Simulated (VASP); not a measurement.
# Y (Pm-3m) in VASP: a series of runs

Y is run at these levels: r2SCAN; tasks: single point, relaxation of cell and atoms.

Program: VASP 6.6.1. These are calculated values, not measurements. Logs are shortened: lines on timing, memory, paths and dates and some standing lists are left out, and cuts for length are marked.

### 1 The cell of the first run

It takes space group Pm-3m (No. 221, cubic). Conventional cell: a = 2.748 Å, b = 2.748 Å, c = 2.748 Å, α = 90.00°, β = 90.00°, γ = 90.00°. Y (site symmetry m-3m) has 6 Y at 2.75 Å within 3.6 Å.

### 2 Single point, r2SCAN

Input file POSCAR:

```
Y
1.0
    2.7484077310      0.0000000000      0.0000000000
    0.0000000000      2.7484077310      0.0000000000
    0.0000000000      0.0000000000      2.7484077310
Y
1
Direct
    0.0000000000      0.0000000000      0.0000000000
```

Input file INCAR.step1:

```
SYSTEM = Y
PREC = Accurate ; ENCUT = 520
ISMEAR = -1 ; SIGMA = 0.05
LREAL = .FALSE. ; LASPH = .TRUE.
NELM = 80 ; NBANDS = 12
GGA = PE ; ALGO = Normal
EDIFF = 1E-4 ; LWAVE = .TRUE.
LCHARG = .FALSE.
```

Input file INCAR.step2:

```
SYSTEM = Y
PREC = Accurate ; ENCUT = 520
EDIFF = 1E-7 ; ISMEAR = -1
SIGMA = 0.05 ; LREAL = .FALSE.
LASPH = .TRUE. ; NELM = 80
ALGO = Normal ; ISIF = 2
LWAVE = .FALSE. ; LCHARG = .FALSE.
METAGGA = R2SCAN ; LMIXTAU = .TRUE.
NBANDS = 12 ; ISTART = 1
```

Input file KPOINTS:

```
Automatic mesh
0
G
  7 7 7
  0 0 0
```

Potentials or basis: VASP PAW PBE potentials, release 64 (Y_sv).

Started as:

```sh
> cat potpaw_PBE.64/Y_sv/POTCAR > POTCAR
> cp INCAR.step1 INCAR
> mpirun -np 1 vasp_std > vasp.out
> cp INCAR.step2 INCAR
> mpirun -np 1 vasp_std > vasp.out
```

OUTCAR:

```text
SYSTEM = Y
   PREC = Accurate
   ENCUT = 520
   EDIFF = 1E-7
   ISMEAR = -1
   LREAL = .FALSE.
   LASPH = .TRUE.
   NELM = 80
   ISIF = 2
   METAGGA = R2SCAN
   ISTART = 1

 ion  position               nearest neighbor table
   1  0.000  0.000  0.000-

  LATTYP: Found a simple cubic cell.
 ALAT       =     2.7484077310

  Lattice vectors:

 A1 = (   2.7484077310,   0.0000000000,   0.0000000000)
 A2 = (   0.0000000000,   2.7484077310,   0.0000000000)
 A3 = (   0.0000000000,   0.0000000000,   2.7484077310)

Analysis of symmetry for initial positions (statically):
=====================================================================
 Subroutine PRICEL returns:
 Original cell was already a primitive cell.

 Routine SETGRP: Setting up the symmetry group for a
 simple cubic supercell.

 Subroutine GETGRP returns: Found 48 space group operations
 (whereof 48 operations were pure point group operations)
 out of a pool of 48 trial point group operations.

The static configuration has the point symmetry O_h .

Analysis of symmetry for dynamics (positions and initial velocities):
=====================================================================
 Subroutine PRICEL returns:
 Original cell was already a primitive cell.

 Routine SETGRP: Setting up the symmetry group for a
 simple cubic supercell.

 Subroutine GETGRP returns: Found 48 space group operations
 (whereof 48 operations were pure point group operations)
 out of a pool of 48 trial point group operations.

The dynamic configuration has the point symmetry O_h .

 Subroutine INISYM returns: Found 48 space group operations
 (whereof 48 operations are pure point group operations),
 and found     1 'primitive' translations

----------------------------------------------------------------------------------------

                                     Primitive cell

  volume of cell :      20.7608

  direct lattice vectors                    reciprocal lattice vectors
     2.748407731  0.000000000  0.000000000     0.363847034  0.000000000  0.000000000
     0.000000000  2.748407731  0.000000000     0.000000000  0.363847034  0.000000000
     0.000000000  0.000000000  2.748407731     0.000000000  0.000000000  0.363847034

  length of vectors
     2.748407731  2.748407731  2.748407731     0.363847034  0.363847034  0.363847034

  position of ions in fractional coordinates (direct lattice)
     0.000000000  0.000000000  0.000000000

  ion indices of the primitive-cell ions
   primitive index   ion index
                 1           1

----------------------------------------------------------------------------------------

 KPOINTS: Automatic mesh

Automatic generation of k-mesh.
 Grid dimensions read from file:
 generate k-points for:    7    7    7

 Generating k-lattice:

  Cartesian coordinates                     Fractional coordinates (reciprocal lattice)
     0.051978148  0.000000000  0.000000000     0.142857143  0.000000000  0.000000000
     0.000000000  0.051978148  0.000000000     0.000000000  0.142857143  0.000000000
     0.000000000  0.000000000  0.051978148     0.000000000  0.000000000  0.142857143

  Length of vectors
     0.051978148  0.051978148  0.051978148

  Shift w.r.t. Gamma in fractional coordinates (k-lattice)
     0.000000000  0.000000000  0.000000000

 Subroutine IBZKPT returns following result:
 ===========================================

 Found     20 irreducible k-points:

 Following reciprocal coordinates:
            Coordinates               Weight
  0.000000  0.000000  0.000000      1.000000
  0.142857  0.000000  0.000000      6.000000
  0.285714  0.000000  0.000000      6.000000
  0.428571  0.000000  0.000000      6.000000
  0.142857  0.142857  0.000000     12.000000
  0.285714  0.142857  0.000000     24.000000
[... 12 lines left out ...]
  0.428571  0.428571  0.285714     24.000000
  0.428571  0.428571  0.428571      8.000000
   k-points           NKPTS =     20   k-points in BZ     NKDIM =     20   number of bands    NBANDS=     12
   number of dos      NEDOS =    301   number of ions     NIONS =      1
   total plane-waves  NPLWV =   8000
   dimension x,y,z NGX =    20 NGY =   20 NGZ =   20
   dimension x,y,z NGXF=    40 NGYF=   40 NGZF=   40
   ions per type =               1
   NGX,Y,Z   is equivalent  to a cutoff of  12.10, 12.10, 12.10 a.u.
   NGXF,Y,Z  is equivalent  to a cutoff of  24.20, 24.20, 24.20 a.u.
 SYSTEM =  Y
   PREC   = accura    normal or accurate (medium, high low for compatibility)
   ISTART =      1    job   : 0-new  1-cont  2-samecut
   ICHARG =      0    charge: 1-file 2-atom 10-const
   ISPIN  =      1    spin polarized calculation?
   LNONCOLLINEAR =      F non collinear calculations
   LSORBIT =      F    spin-orbit coupling
   LASPH  =      T    aspherical Exc in radial PAW
   ENCUT  =  520.0 eV  38.22 Ry    6.18 a.u.   5.11  5.11  5.11*2*pi/ulx,y,z
   NELM   =     80;   NELMIN=  2; NELMDL=  0     # of ELM steps
   EDIFF  = 0.1E-06   stopping-criterion for ELM
   LREAL  =      F    real-space projection
   EDIFFG = 0.1E-05   stopping-criterion for IOM
   NSW    =      0    number of steps for IOM
   IBRION =     -1    ionic relax: 0-MD 1-quasi-New 2-CG
   NFREE  =      0    steps in history (QN), initial steepest desc. (CG)
   ISIF   =      2    stress and relaxation
   ISYM   =      2    0-nonsym 1-usesym 2-fastsym
   POTIM  = 0.5000    time-step for ionic-motion
   TEBEG  =    0.0;   TEEND  =   0.0 temperature during run
   PSTRESS=    0.0 pullay stress
   NELECT =      11.0000    total number of electrons
   NUPDOWN=      -1.0000    fix difference up-down
   EMIN   =  10.00;   EMAX   =-10.00  energy-range for DOS
   EFERMI =   0.00;   METHOD = LEGACY
   ISMEAR =    -1;   SIGMA  =   0.05  broadening in eV -4-tet -1-fermi 0-gaus
   EFERMI_NEDOS =   21; number of points for ismear=-14 and -15
   IALGO  =     38    algorithm
   IMIX   =      4    mixing-type and parameters
     AMIX     =   0.40;   BMIX     =  1.00
     AMIX_MAG =   1.60;   BMIX_MAG =  1.00
  volume/ion in A,a.u.               =      20.76       140.10
  Fermi-wavevector in a.u.,A,eV,Ry     =   1.324721  2.503361 23.876686  1.754887
  Thomas-Fermi vector in A             =   2.454235
   LORBIT       =      0    0 simple, 1 ext, 2 COOP (PROOUT), +10 PAW based schemes
   METAGGA = R2SCAN    functional components
   LHFCALC =     F    Hartree Fock is set to
   AEXX    =    0.0000 exact exchange contribution
   IVDW    =     0    specifies the selected vdW correction
   LEPSILON=     F    determine dielectric tensor
   LRPA    =     F    only Hartree local field effects (RPA)
 non-spin polarized calculation
  energy-cutoff  :      520.00
  volume of cell :       20.76
 maximum number of plane-waves:       587
   NGX = 11   NGY = 11   NGZ = 11

 number of electron      11.0000000 magnetization

 Free energy of the ion-electron system (eV)
  ---------------------------------------------------
  ext. energy  EPLUGINS =         0.00000000
  ---------------------------------------------------
  free energy    TOTEN  =       -18.49279172 eV

  energy without entropy =      -18.47893029  energy(sigma->0) =      -18.48586101

 E-fermi :   5.7344     XC(G=0): -12.1745

 val. band max:        5.6955999047   @ k =   0.1429   0.1429   0.0000
 cond. band min:       5.7838615255   @ k =   0.4286   0.1429   0.0000
 fundamental gap:      0.0882616208
 Fermi energy:         5.7343866032

 k-point     1 :       0.0000    0.0000    0.0000
  band No.  band energies     occupation
      1     -38.5366      2.00000
      2     -16.4185      2.00000
      3     -16.4185      2.00000
      4     -16.4185      2.00000
      5       0.9277      2.00000
      6       4.2764      2.00000
      7       4.2764      2.00000
      8      14.5993      0.00000
      9      14.5993      0.00000
     10      14.5993      0.00000
     11      21.1150      0.00000
     12      21.1150      0.00000

 k-point     2 :       0.1429    0.0000    0.0000
  band No.  band energies     occupation
      1     -38.4564      2.00000
      2     -17.0353      2.00000
      3     -16.3646      2.00000
      4     -16.3646      2.00000
      5       1.5807      2.00000
      6       4.4881      2.00000
      7       5.1776      1.99997
      8      13.1998      0.00000
      9      13.1998      0.00000
     10      14.6976      0.00000
     11      18.9253      0.00000
     12      22.6142      0.00000

 k-point     3 :       0.2857    0.0000    0.0000
  band No.  band energies     occupation
      1     -38.2700      2.00000
      2     -18.2660      2.00000
      3     -16.2410      2.00000
      4     -16.2410      2.00000
      5       2.9503      2.00000
      6       5.0188      2.00000
      7       7.0837      0.00000
      8      11.1414      0.00000
      9      11.1414      0.00000
     10      14.9284      0.00000
     11      16.8758      0.00000
     12      20.4145      0.00000

 k-point     4 :       0.4286    0.0000    0.0000
  band No.  band energies     occupation
      1     -38.1139      2.00000
      2     -19.1435      2.00000
      3     -16.1394      2.00000
      4     -16.1394      2.00000
      5       4.4437      2.00000
      6       5.5191      1.97336
      7       7.3246      0.00000
      8       9.9218      0.00000
      9       9.9218      0.00000
     10      15.1245      0.00000
     11      18.3436      0.00000
     12      18.4780      0.00000

 k-point     5 :       0.1429    0.1429    0.0000
  band No.  band energies     occupation
      1     -38.3769      2.00000
      2     -17.0115      2.00000
      3     -16.9300      2.00000
      4     -16.3114      2.00000
      5       2.2074      2.00000
      6       5.0392      2.00000
      7       5.6956      1.36952
      8      11.7116      0.00000
      9      13.0589      0.00000
     10      13.6640      0.00000
     11      19.9751      0.00000
     12      20.5266      0.00000
[... 168 lines left out ...]
      1     -37.7625      2.00000
      2     -17.8352      2.00000
      3     -17.7000      2.00000
      4     -17.7000      2.00000
      5       4.0400      2.00000
      6       6.8095      0.00000
      7       6.8095      0.00000
      8      10.7603      0.00000
      9      10.7603      0.00000
     10      12.8821      0.00000
     11      18.9151      0.00000
     12      23.9253      0.00000

 k-point    18 :       0.4286    0.2857    0.2857
  band No.  band energies     occupation
      1     -37.6168      2.00000
      2     -18.5574      2.00000
      3     -17.6384      2.00000
      4     -17.5604      2.00000
      5       3.6474      2.00000
      6       5.5560      1.94514
      7       6.7181      0.00000
      8      10.9259      0.00000
      9      12.3097      0.00000
     10      16.2168      0.00000
     11      17.3527      0.00000
     12      21.4709      0.00000

 k-point    19 :       0.4286    0.4286    0.2857
  band No.  band energies     occupation
      1     -37.4741      2.00000
      2     -18.4007      2.00000
      3     -18.3833      2.00000
      4     -17.4617      2.00000
      5       2.9983      2.00000
      6       5.4407      1.99439
      7       5.6191      1.81867
      8      11.7944      0.00000
      9      15.0082      0.00000
     10      15.7521      0.00000
     11      17.9710      0.00000
     12      21.2662      0.00000

 k-point    20 :       0.4286    0.4286    0.4286
  band No.  band energies     occupation
      1     -37.3342      2.00000
      2     -18.2509      2.00000
      3     -18.2289      2.00000
      4     -18.2289      2.00000
      5       3.7095      2.00000
      6       4.1734      2.00000
      7       4.1734      2.00000
      8      12.6286      0.00000
      9      16.1131      0.00000
     10      16.1131      0.00000
     11      19.7504      0.00000
     12      23.2827      0.00000

------------------------ aborting loop because EDIFF is reached ----------------------------------------

  FORCE on cell =-STRESS in cart. coord.  units (eV):
  Direction    XX          YY          ZZ          XY          YZ          ZX
  --------------------------------------------------------------------------------------
  -------------------------------------------------------------------------------------
  Total        3.9269426      3.9269426      3.9269426      0.0000000      0.0000000     -0.0000000
  in kB      303.0551349    303.0551349    303.0551349      0.0000000      0.0000000     -0.0000000
  external PRESSURE =     303.0551349 kB  Pullay stress =       0.0000000 kB

 VOLUME and BASIS-vectors are now :
 -----------------------------------------------------------------------------
  energy-cutoff  :      520.00
  volume of cell :       20.76
      direct lattice vectors                 reciprocal lattice vectors
     2.748407731  0.000000000  0.000000000     0.363847034  0.000000000  0.000000000
     0.000000000  2.748407731  0.000000000     0.000000000  0.363847034  0.000000000
     0.000000000  0.000000000  2.748407731     0.000000000  0.000000000  0.363847034

 POSITION                                       TOTAL-FORCE (eV/Angst)
 -----------------------------------------------------------------------------------
      0.00000      0.00000      0.00000         0.000000      0.000000      0.000000
 -----------------------------------------------------------------------------------
    total drift:                               -0.000000      0.000000      0.000000

  FREE ENERGIE OF THE ION-ELECTRON SYSTEM (eV)
  ---------------------------------------------------
  free  energy   TOTEN  =       -18.4927917195 eV

  energy  without entropy=      -18.4789302914  energy(sigma->0) =      -18.48586101
```

Wall time 24 s (1 thread of Intel Xeon Platinum 8488C (Sapphire Rapids), shared host); peak memory 0.14 GiB.

Results:

```
Free energy : -18.4928 eV
Pressure    : 30.3 GPa
```

Caveat: the PAW data sets were made with another functional, which shifts forces and pressure a little.

(Continued in part 2 of 2.)
